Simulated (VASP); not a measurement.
# Y (Pm-3m) in VASP: further runs, part 2 of 2

VASP 6.6.1. The steps go on from the part before.

## Step 3: Single point, LDA (volume scaled by 0.92)

Contents of INCAR:

```
SYSTEM = Y
PREC = Accurate
ENCUT = 520
EDIFF = 1E-6
ISMEAR = -1
SIGMA = 0.1
LREAL = .FALSE.
LASPH = .TRUE.
NELM = 60
ALGO = Normal
ISIF = 2
LWAVE = .FALSE.
LCHARG = .FALSE.
GGA = CA
NBANDS = 12
```

Contents of KPOINTS:

```
regular mesh
0
G
  11 11 11
  0 0 0
```

Contents of POSCAR:

```
Y
1.0
    3.0547784466      0.0000000000      0.0000000000
    0.0000000000      3.0547784466      0.0000000000
    0.0000000000      0.0000000000      3.0547784466
Y
1
Direct
    0.0000000000      0.0000000000      0.0000000000
```

Potentials or basis: VASP PAW LDA potentials, release 64 (Y_sv).

Launch:

```
$ cat potpaw_LDA.64/Y_sv/POTCAR > POTCAR
$ mpirun -np 1 vasp_std > vasp.out
```

OUTCAR:

```text
SYSTEM = Y
   PREC = Accurate
   ENCUT = 520
   EDIFF = 1E-6
   ISMEAR = -1
   LREAL = .FALSE.
   LASPH = .TRUE.
   NELM = 60
   ISIF = 2
   GGA = CA

 ion  position               nearest neighbor table
   1  0.000  0.000  0.000-

  LATTYP: Found a simple cubic cell.
 ALAT       =     3.0547784466

  Lattice vectors:

 A1 = (   3.0547784466,   0.0000000000,   0.0000000000)
 A2 = (   0.0000000000,   3.0547784466,   0.0000000000)
 A3 = (   0.0000000000,   0.0000000000,   3.0547784466)

Analysis of symmetry for initial positions (statically):
=====================================================================
 Subroutine PRICEL returns:
 Original cell was already a primitive cell.

 Routine SETGRP: Setting up the symmetry group for a
 simple cubic supercell.

 Subroutine GETGRP returns: Found 48 space group operations
 (whereof 48 operations were pure point group operations)
 out of a pool of 48 trial point group operations.

The static configuration has the point symmetry O_h .

Analysis of symmetry for dynamics (positions and initial velocities):
[... 158 lines left out ...]

 val. band max:        3.5243397261   @ k =   0.4545   0.3636   0.0000
 cond. band min:       3.5718228255   @ k =   0.1818   0.0909   0.0909
 fundamental gap:      0.0474830994
 Fermi energy:         3.5508259150

 k-point     1 :       0.0000    0.0000    0.0000
  band No.  band energies     occupation
      1     -38.8868      2.00000
      2     -18.3952      2.00000
      3     -18.3952      2.00000
      4     -18.3952      2.00000
      5      -1.1380      2.00000
      6       2.6226      1.99981
      7       2.6226      1.99981
      8       9.9071      0.00000
      9       9.9071      0.00000
     10       9.9071      0.00000
     11      15.1908      0.00000
     12      15.1908      0.00000
[... 331 lines left out ...]
 k-point    24 :       0.2727    0.0909    0.0909
  band No.  band energies     occupation
      1     -38.7813      2.00000
      2     -19.1249      2.00000
      3     -18.4304      2.00000
      4     -18.4178      2.00000
      5       0.6894      2.00000
      6       3.4214      1.56980
      7       4.1412      0.00544
      8       7.3037      0.00000
      9       7.4525      0.00000
     10       9.3571      0.00000
     11      12.7419      0.00000
     12      16.6570      0.00000

 [... further k-points ...]
[... 5 lines left out ...]
  --------------------------------------------------------------------------------------
  -------------------------------------------------------------------------------------
  Total        0.4951609      0.4951609      0.4951609      0.0000000      0.0000000     -0.0000000
  in kB       27.8302934     27.8302934     27.8302934      0.0000000      0.0000000     -0.0000000
  external PRESSURE =      27.8302934 kB  Pullay stress =       0.0000000 kB

 VOLUME and BASIS-vectors are now :
 -----------------------------------------------------------------------------
  energy-cutoff  :      520.00
  volume of cell :       28.51
      direct lattice vectors                 reciprocal lattice vectors
     3.054778447  0.000000000  0.000000000     0.327355983  0.000000000  0.000000000
     0.000000000  3.054778447  0.000000000     0.000000000  0.327355983  0.000000000
     0.000000000  0.000000000  3.054778447     0.000000000  0.000000000  0.327355983

 POSITION                                       TOTAL-FORCE (eV/Angst)
 -----------------------------------------------------------------------------------
      0.00000      0.00000      0.00000         0.000000      0.000000      0.000000
 -----------------------------------------------------------------------------------
    total drift:                               -0.000000     -0.000000     -0.000000

  FREE ENERGIE OF THE ION-ELECTRON SYSTEM (eV)
  ---------------------------------------------------
  free  energy   TOTEN  =        -6.2021637280 eV

  energy  without entropy=       -6.1337979204  energy(sigma->0) =       -6.16798082
```

OSZICAR:

```text
N       E                     dE             d eps       ncg     rms          rms(c)
DAV:   1     0.268083153118E+02    0.26808E+02   -0.55821E+03  1344   0.843E+02
DAV:   2    -0.508846245697E+01   -0.31897E+02   -0.30896E+02  1636   0.171E+02
DAV:   3    -0.632950480782E+01   -0.12410E+01   -0.12067E+01  1864   0.225E+01
DAV:   4    -0.635809534024E+01   -0.28591E-01   -0.28415E-01  1528   0.326E+00
DAV:   5    -0.635882839718E+01   -0.73306E-03   -0.73268E-03  1740   0.391E-01    0.213E+01
DAV:   6    -0.621451714899E+01    0.14431E+00   -0.18474E-01  1524   0.269E+00    0.124E+01
DAV:   7    -0.620387133686E+01    0.10646E-01   -0.19660E-01  1688   0.265E+00    0.111E+00
DAV:   8    -0.620232698827E+01    0.15443E-02   -0.25180E-02  1480   0.123E+00    0.209E-01
DAV:   9    -0.620216804214E+01    0.15895E-03   -0.82363E-04  1528   0.247E-01    0.375E-02
DAV:  10    -0.620216428083E+01    0.37613E-05   -0.19953E-05  1748   0.409E-02    0.102E-02
DAV:  11    -0.620216372799E+01    0.55284E-06   -0.30277E-06  1600   0.113E-02
   1 F= -.62021637E+01 E0= -.61679808E+01  d E =-.683658E-01
```

Wall time 16 s (1 thread of AMD EPYC 7R13, shared host); peak memory 0.12 GiB.

Results:

| Item | Value |
| --- | --- |
| Free energy | -6.2022 eV |
| Pressure | 2.8 GPa |

Caveat: the cell differs from its parent crystal (volume scaled by 0.92).

## Step 4: Single point, LDA (volume scaled by 0.96)

Contents of INCAR:

```
SYSTEM = Y
ALGO = Normal
EDIFF = 1E-6
ENCUT = 520
ISIF = 2
ISMEAR = -1
LASPH = .TRUE.
LCHARG = .FALSE.
LREAL = .FALSE.
LWAVE = .FALSE.
NBANDS = 12
NELM = 60
PREC = Accurate
SIGMA = 0.1
```

Contents of KPOINTS:

```
k-points
0
G
  11 11 11
  0 0 0
```

Contents of POSCAR:

```
Y
1.0
    3.0984240355      0.0000000000      0.0000000000
    0.0000000000      3.0984240355      0.0000000000
    0.0000000000      0.0000000000      3.0984240355
Y
1
Direct
    0.0000000000      0.0000000000      0.0000000000
```

Potentials or basis: VASP PAW LDA potentials, release 64 (Y_sv).

Launch:

```
$ cat potpaw_LDA.64/Y_sv/POTCAR > POTCAR
$ mpirun -np 1 vasp_std > vasp.out
```

OUTCAR:

```text
SYSTEM = Y
   EDIFF = 1E-6
   ENCUT = 520
   ISIF = 2
   ISMEAR = -1
   LASPH = .TRUE.
   LREAL = .FALSE.
   NELM = 60
   PREC = Accurate

 ion  position               nearest neighbor table
   1  0.000  0.000  0.000-

  LATTYP: Found a simple cubic cell.
 ALAT       =     3.0984240355

  Lattice vectors:

 A1 = (   3.0984240355,   0.0000000000,   0.0000000000)
 A2 = (   0.0000000000,   3.0984240355,   0.0000000000)
 A3 = (   0.0000000000,   0.0000000000,   3.0984240355)

Analysis of symmetry for initial positions (statically):
=====================================================================
 Subroutine PRICEL returns:
 Original cell was already a primitive cell.

 Routine SETGRP: Setting up the symmetry group for a
 simple cubic supercell.

 Subroutine GETGRP returns: Found 48 space group operations
 (whereof 48 operations were pure point group operations)
 out of a pool of 48 trial point group operations.

The static configuration has the point symmetry O_h .

Analysis of symmetry for dynamics (positions and initial velocities):
=====================================================================
 Subroutine PRICEL returns:
 Original cell was already a primitive cell.

[... 158 lines left out ...]
 Fermi energy:         3.3159839823

 k-point     1 :       0.0000    0.0000    0.0000
  band No.  band energies     occupation
      1     -39.1676      2.00000
      2     -18.7437      2.00000
      3     -18.7437      2.00000
      4     -18.7437      2.00000
      5      -1.3282      2.00000
      6       2.4622      1.99961
      7       2.4622      1.99961
      8       9.4093      0.00000
      9       9.4093      0.00000
     10       9.4093      0.00000
     11      14.6154      0.00000
     12      14.6154      0.00000
[... 331 lines left out ...]
 k-point    24 :       0.2727    0.0909    0.0909
  band No.  band energies     occupation
      1     -39.0773      2.00000
      2     -19.3904      2.00000
      3     -18.7748      2.00000
      4     -18.7640      2.00000
      5       0.4379      2.00000
      6       3.2168      1.45875
      7       3.8599      0.00865
      8       6.9559      0.00000
      9       7.0821      0.00000
     10       8.8951      0.00000
     11      12.2003      0.00000
     12      16.1336      0.00000

 [... further k-points ...]
[... 5 lines left out ...]
  --------------------------------------------------------------------------------------
  -------------------------------------------------------------------------------------
  Total        0.2246664      0.2246664      0.2246664     -0.0000000     -0.0000000     -0.0000000
  in kB       12.1011352     12.1011352     12.1011352     -0.0000000     -0.0000000     -0.0000000
  external PRESSURE =      12.1011352 kB  Pullay stress =       0.0000000 kB

 VOLUME and BASIS-vectors are now :
 -----------------------------------------------------------------------------
  energy-cutoff  :      520.00
  volume of cell :       29.75
      direct lattice vectors                 reciprocal lattice vectors
     3.098424035  0.000000000  0.000000000     0.322744721  0.000000000  0.000000000
     0.000000000  3.098424035  0.000000000     0.000000000  0.322744721  0.000000000
     0.000000000  0.000000000  3.098424035     0.000000000  0.000000000  0.322744721

 POSITION                                       TOTAL-FORCE (eV/Angst)
 -----------------------------------------------------------------------------------
      0.00000      0.00000      0.00000         0.000000      0.000000      0.000000
 -----------------------------------------------------------------------------------
    total drift:                               -0.000000      0.000000     -0.000000

  FREE ENERGIE OF THE ION-ELECTRON SYSTEM (eV)
  ---------------------------------------------------
  free  energy   TOTEN  =        -6.2176679650 eV

  energy  without entropy=       -6.1470934035  energy(sigma->0) =       -6.18238068
```

stdout:

```text
POSCAR found type information on POSCAR Y
 POSCAR found :  1 types and       1 ions
 scaLAPACK will be used
 LDA part: xc-table for (Slater(with rela. corr.)+CA(PZ))
 , standard interpolation
 POSCAR, INCAR and KPOINTS ok, starting setup
 FFT: planning ... GRIDC
 FFT: planning ... GRID_SOFT
 FFT: planning ... GRID
 WAVECAR not read
 entering main loop
```

It took 15 s on 1 thread of AMD EPYC 7R13, shared host; peak memory 0.12 GiB.

Results:

```yaml
Free_energy: -6.2177 eV
Pressure: 1.2 GPa
```

Caveat: the cell differs from its parent crystal (volume scaled by 0.96).

## Step 5: Single point, LDA

This run uses another cell than the first one, of 30.98 Å³/atom, 1.136 times its volume.

Contents of INCAR:

```
  PREC = Accurate
  ENCUT = 520
  EDIFF = 1E-6
  ISMEAR = -1
  SIGMA = 0.1
  LREAL = F
  LASPH = T
  NELM = 60
  ALGO = Normal
  ISIF = 2
  LWAVE = F
  LCHARG = F
  GGA = CA
  NBANDS = 12
```

Contents of KPOINTS:

```
Automatic mesh
0
Gamma
  10 10 10
```

Contents of POSCAR:

```
Y
1.0
    3.1408734753      0.0000000000      0.0000000000
    0.0000000000      3.1408734753      0.0000000000
    0.0000000000      0.0000000000      3.1408734753
Y
1
Direct
    0.0000000000      0.0000000000      0.0000000000
```

Launch:

```
$ cat potpaw_LDA.64/Y_sv/POTCAR > POTCAR
$ mpirun -np 1 vasp_std > vasp.out
```

Run time: 17 s. Hardware: 1 thread of AMD EPYC 7R13, shared host; peak memory 0.12 GiB.

It converged, with:

| Quantity | Value |
| --- | --- |
| Free energy | -6.2179 eV |
| Pressure | -0.1 GPa |

Levels at points of the mesh, in eV from the Fermi level:
| k point | band 4 | band 5 | band 6 | band 7 | band 8 | band 9 |
| --- | --- | --- | --- | --- | --- | --- |
| (0.00, 0.00, 0.00) | -22.18 | -4.60 | -0.80 | -0.80 | 5.84 | 5.84 |
| (0.50, 0.00, 0.00) | -22.08 | -1.75 | 0.00 | 0.30 | 2.96 | 2.96 |
| (0.50, 0.50, 0.00) | -22.00 | -2.17 | 0.19 | 3.60 | 3.60 | 4.17 |
| (0.50, 0.50, 0.50) | -22.90 | -0.78 | -0.78 | -0.78 | 5.77 | 7.86 |

## Step 6: Single point, LDA

This run uses another cell than the first one, of 30.98 Å³/atom, 1.136 times its volume.

Contents of INCAR:

```
SYSTEM = Y
ALGO = Normal ; EDIFF = 1E-7
ENCUT = 520 ; ISIF = 2
ISMEAR = -1 ; LASPH = .TRUE.
LCHARG = .FALSE. ; LREAL = .FALSE.
LWAVE = .FALSE. ; NBANDS = 12
NELM = 80 ; PREC = Accurate
SIGMA = 0.1
```

Contents of KPOINTS:

```
k-points
0
G
  11 11 11
  0 0 0
```

POSCAR is that of step 5.

Potentials or basis: VASP PAW LDA potentials, release 64 (Y_sv).

Launch:

```
$ cat potpaw_LDA.64/Y_sv/POTCAR > POTCAR
$ mpirun -np 1 vasp_std > vasp.out
```

It took 17 s on 1 thread of AMD EPYC 7R13, shared host; peak memory 0.12 GiB.

It converged, with:

| Item | Value |
| --- | --- |
| Free energy | -6.2218 eV |
| Pressure | -0.1 GPa |

Levels at points of the mesh, in eV from the Fermi level:
| k point | band 4 | band 5 | band 6 | band 7 | band 8 | band 9 |
| --- | --- | --- | --- | --- | --- | --- |
| (0.00, 0.00, 0.00) | -22.17 | -4.60 | -0.79 | -0.79 | 5.85 | 5.85 |

## Step 7: The runs side by side

| cell | k mesh | gap on the mesh (eV) | pressure (GPa) |
| --- | --- | --- | --- |
| a = 3.010 Å, 1 atom | 11 × 11 × 11 | none | 4.7 |
| a = 3.055 Å, 1 atom | 11 × 11 × 11 | none | 2.8 |
| a = 3.098 Å, 1 atom | 11 × 11 × 11 | none | 1.2 |
| a = 3.141 Å, 1 atom | 10 × 10 × 10 | none | -0.1 |
| a = 3.141 Å, 1 atom | 11 × 11 × 11 | none | -0.1 |

Alike in all rows: task single point; level LDA; potentials or basis VASP PAW LDA potentials, release 64 (Y_sv); no spin polarisation; cutoff (eV) 520; smearing fermi-dirac 0.1 eV.

Total energies depend on the potentials used, so only differences within one code and one set of settings carry meaning.
